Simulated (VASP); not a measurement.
# C in VASP: a series of runs, part 2 of 2

VASP 6.6.1. Earlier steps stand in the parts before.

## 3. Single point, PBE

This run uses another cell than the first one, of 5.90 Å³/atom, 1.020 times its volume.

File INCAR:

```
ALGO     = Normal         # electronic algorithm
EDIFF    = 1E-7           # SCF threshold, eV
ENCUT    = 520            # plane-wave cutoff, eV
GGA      = PE             # functional
ISIF     = 2              # what is computed and relaxed
ISMEAR   = -1             # smearing method
LASPH    = True           # aspherical terms in the spheres
LCHARG   = True           # write CHGCAR
LELF     = True           # ELF
LREAL    = False          # projectors in reciprocal space
LVHAR    = True         
LWAVE    = False          # write WAVECAR
NBANDS   = 11             # bands
NELM     = 60             # most SCF steps
PREC     = Accurate       # precision mode
SIGMA    = 0.05           # smearing width, eV
```

File KPOINTS:

```
k-points
0
Gamma
  11 11 11
```

File POSCAR:

```
C
1.0
    0.0000000000      1.7833700000      1.8547048000
    1.7833700000      0.0000000000      1.8547048000
    1.7833700000      1.7833700000      0.0000000000
C
2
Direct
    0.7500000000      0.7500000000      0.7500000000
    0.5000000000      0.5000000000      0.5000000000
```

Potentials or basis: VASP PAW PBE potentials, release 64 (C).

Run with:

```
$ cat potpaw_PBE.64/C/POTCAR > POTCAR
$ mpirun -np 1 vasp_std > vasp.out
```

Run time: 8.4 s. Hardware: 1 thread of Intel Xeon Platinum 8488C (Sapphire Rapids), shared host; peak memory 0.12 GiB.

The run converged. Its results:

```
Free energy            : -18.1347 eV
Pressure               : -13.7 GPa
Band gap on the k mesh : 3.55 eV, indirect (least direct gap 5.14 eV)
```

Stress tensor (GPa, compression positive):
```
 -1.56   0.00   0.00
  0.00  -1.56   0.00
  0.00   0.00 -37.89
```

Levels at points of the mesh, in eV from the valence-band top:
```
           k point  band 1  band 2  band 3  band 4  band 5  band 6  band 7  band 8  band 9
(0.00, 0.00, 0.00)  -21.16   -0.60    0.00    0.00    5.14    5.14    5.61   12.21   18.62
```

A k mesh can miss the band edges. Expect the measured gap to be larger: semilocal functionals such as PBE lack the derivative discontinuity.

## 4. Single point, PBE

This run uses another cell than the first one, of 5.67 Å³/atom, 0.980 times its volume.

File INCAR:

```
PREC = Accurate
ENCUT = 520
EDIFF = 1E-6
ISMEAR = 0
SIGMA = 0.026000000000000002
LREAL = False
LASPH = True
NELM = 100
ALGO = Normal
ISIF = 2
LWAVE = False
LCHARG = False
GGA = PE
NBANDS = 11
```

File KPOINTS:

```
Automatic mesh
0
Gamma
  13 13 13
```

File POSCAR:

```
C
1.0
    0.0000000000      1.7833700000      1.7833700000
    1.7833700000      0.0000000000      1.7833700000
    1.7833700000      1.7833700000      0.0000000000
C
2
Direct
    0.7500000000      0.7500000000      0.7500000000
    0.5000000000      0.5000000000      0.5000000000
```

Potentials or basis: VASP PAW PBE potentials, release 64 (C).

Run with:

```
$ cat potpaw_PBE.64/C/POTCAR > POTCAR
$ mpirun -np 1 vasp_std > vasp.out
```

OUTCAR:

```text
PREC = Accurate
   ENCUT = 520
   EDIFF = 1E-6
   ISMEAR = 0
   LREAL = False
   LASPH = True
   NELM = 100
   ISIF = 2
   GGA = PE

 ion  position               nearest neighbor table
   1  0.750  0.750  0.750-   2 1.54   2 1.54   2 1.54   2 1.54
   2  0.500  0.500  0.500-   1 1.54   1 1.54   1 1.54   1 1.54

  LATTYP: Found a face centered cubic cell.
 ALAT       =     3.5667400000

  Lattice vectors:

 A1 = (   0.0000000000,   1.7833700000,   1.7833700000)
 A2 = (   1.7833700000,   0.0000000000,   1.7833700000)
 A3 = (   1.7833700000,   1.7833700000,   0.0000000000)

Analysis of symmetry for initial positions (statically):
=====================================================================
 Subroutine PRICEL returns:
 Original cell was already a primitive cell.

 Routine SETGRP: Setting up the symmetry group for a
 face centered cubic supercell.

 Subroutine GETGRP returns: Found 48 space group operations
 (whereof 24 operations were pure point group operations)
 out of a pool of 48 trial point group operations.

The static configuration has the point symmetry T_d .
[... 172 lines left out ...]
      1     -11.7473      2.00000
      2       9.7301      2.00000
      3       9.7301      2.00000
      4       9.7301      2.00000
      5      15.3200      0.00000
      6      15.3200      0.00000
      7      15.3200      0.00000
      8      23.0620      0.00000
      9      29.0239      0.00000
     10      36.2645      0.00000
     11      36.2645      0.00000
[... 309 lines left out ...]
 k-point    24 :       0.4615    0.1538    0.0000
  band No.  band energies     occupation
      1      -6.7339      2.00000
      2      -1.5075      2.00000
      3       5.2987      2.00000
      4       5.8280      2.00000
      5      16.8132      0.00000
      6      20.3145      0.00000
      7      20.6233      0.00000
      8      23.6483      0.00000
      9      30.3377      0.00000
     10      33.0166      0.00000
     11      36.8014      0.00000

 [... further k-points ...]

------------------------ aborting loop because EDIFF is reached ----------------------------------------

  FORCE on cell =-STRESS in cart. coord.  units (eV):
  Direction    XX          YY          ZZ          XY          YZ          ZX
  --------------------------------------------------------------------------------------
  -------------------------------------------------------------------------------------
  Total        0.1739825      0.1739825      0.1739825      0.0000000      0.0000000     -0.0000000
  in kB       24.5732071     24.5732071     24.5732071      0.0000000      0.0000000     -0.0000000
  external PRESSURE =      24.5732071 kB  Pullay stress =       0.0000000 kB

 VOLUME and BASIS-vectors are now :
 -----------------------------------------------------------------------------
  energy-cutoff  :      520.00
  volume of cell :       11.34
      direct lattice vectors                 reciprocal lattice vectors
     0.000000000  1.783370000  1.783370000    -0.280368067  0.280368067  0.280368067
     1.783370000  0.000000000  1.783370000     0.280368067 -0.280368067  0.280368067
     1.783370000  1.783370000  0.000000000     0.280368067  0.280368067 -0.280368067

 POSITION                                       TOTAL-FORCE (eV/Angst)
 -----------------------------------------------------------------------------------
      2.67505      2.67505      2.67505         0.000000      0.000000      0.000000
      1.78337      1.78337      1.78337        -0.000000     -0.000000     -0.000000
 -----------------------------------------------------------------------------------
    total drift:                                0.000000     -0.000000      0.000000

  FREE ENERGIE OF THE ION-ELECTRON SYSTEM (eV)
  ---------------------------------------------------
  free  energy   TOTEN  =       -18.1852557273 eV

  energy  without entropy=      -18.1852557273  energy(sigma->0) =      -18.18525573
```

stdout:

```text
POSCAR found type information on POSCAR C
 POSCAR found :  1 types and       2 ions
 scaLAPACK will be used
 LDA part: xc-table for (Slater+PW92), standard interpolation
 POSCAR, INCAR and KPOINTS ok, starting setup
 FFT: planning ... GRIDC
 FFT: planning ... GRID_SOFT
 FFT: planning ... GRID
 WAVECAR not read
 entering main loop
```

It took 5.4 s on 1 thread of AMD EPYC 9R45 (Zen 5), shared host; peak memory 0.09 GiB.

Results:

```yaml
Free_energy: -18.1853 eV
Pressure: 2.5 GPa
Band_gap_on_the_k_mesh: 4.14 eV, indirect (least direct gap 5.59 eV)
```

Levels at points of the mesh, in eV from the valence-band top:
```csv
k point,band 2,band 3,band 4,band 5,band 6,band 7
"(0.00, 0.00, 0.00)",0.00,0.00,0.00,5.59,5.59,5.59
```

A k mesh can miss the band edges. PBE gaps usually lie below the measured ones, often by a third to a half.

## 5. The runs side by side

| cell | k mesh | smearing | gap on the mesh (eV) | pressure (GPa) |
| --- | --- | --- | --- | --- |
| a = 2.547, b = 2.547, c = 2.522 Å, angles 60.3, 60.3, 59.3°, 2 atoms | 11 × 11 × 11 | fermi-dirac 0.05 eV | 3.83 | -6.0 |
| a = 2.573, b = 2.573, c = 2.522 Å, angles 60.7, 60.7, 58.7°, 2 atoms | 11 × 11 × 11 | fermi-dirac 0.05 eV | 3.55 | -13.7 |
| a = 2.522 Å, angles 60.0°, 2 atoms | 13 × 13 × 13 | gaussian 0.026 eV | 4.14 | 2.5 |

Alike in all rows: task single point; level PBE; potentials or basis VASP PAW PBE potentials, release 64 (C); no spin polarisation; cutoff (eV) 520.

Absolute energies hang on the potentials; compare differences alone.
